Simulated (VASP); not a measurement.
Wanted: the native input for a VASP 6.6.1 run.

```yaml
Task: single point
Functional: PBE
Potentials_or_basis: VASP PAW PBE potentials, release 64 (B, N)
Cutoff: 520 eV
k_mesh: 6 × 6 × 4
Occupations: gaussian, width 0.01 eV
Spin: no spin polarisation
Dipole_correction: no
Further_INCAR_settings: ALGO = Normal; EDIFF = 1e-06; NBANDS = 16
```

The structure of BN lies in POSCAR:

```
BN
1.0
    2.5439499996      0.0000000000      0.0000000000
   -1.2719749998      2.2031253256      0.0000000000
    0.0000000000      0.0000000000      4.2078153415
B N
2 2
Direct
    0.3333333333      0.6666666667      0.0002034650
    0.6666666667      0.3333333333      0.5002034650
    0.3333333333      0.6666666667      0.3747965350
    0.6666666667      0.3333333333      0.8747965350
```

The input as run:

INCAR

```
  PREC = Accurate
  ENCUT = 520
  EDIFF = 1E-6
  ISMEAR = 0
  SIGMA = 0.01
  LREAL = F
  LASPH = T
  NELM = 80
  ALGO = Normal
  ISIF = 2
  LWAVE = F
  LCHARG = T
  GGA = PE
  LELF = T
  LVHAR = T
  NBANDS = 16
```

KPOINTS

```
regular mesh
0
Gamma
  6 6 4
```

Potentials or basis: VASP PAW PBE potentials, release 64 (B, N).

Command:

```console
$ cat potpaw_PBE.64/B/POTCAR potpaw_PBE.64/N/POTCAR > POTCAR
$ mpirun -np 1 vasp_std > vasp.out
```

It gave:

| Property | Result |
| --- | --- |
| Pressure | 5.0 GPa |
| Largest force | 0.004 eV/Å |
| Band gap on the k mesh | 5.19 eV, indirect (least direct gap 8.32 eV) |

Caveat: the k points lie up to 0.48 Å⁻¹ apart.

It took 16 s on 1 thread of AMD EPYC 7R13, on a shared host, peak memory 0.1 GiB.
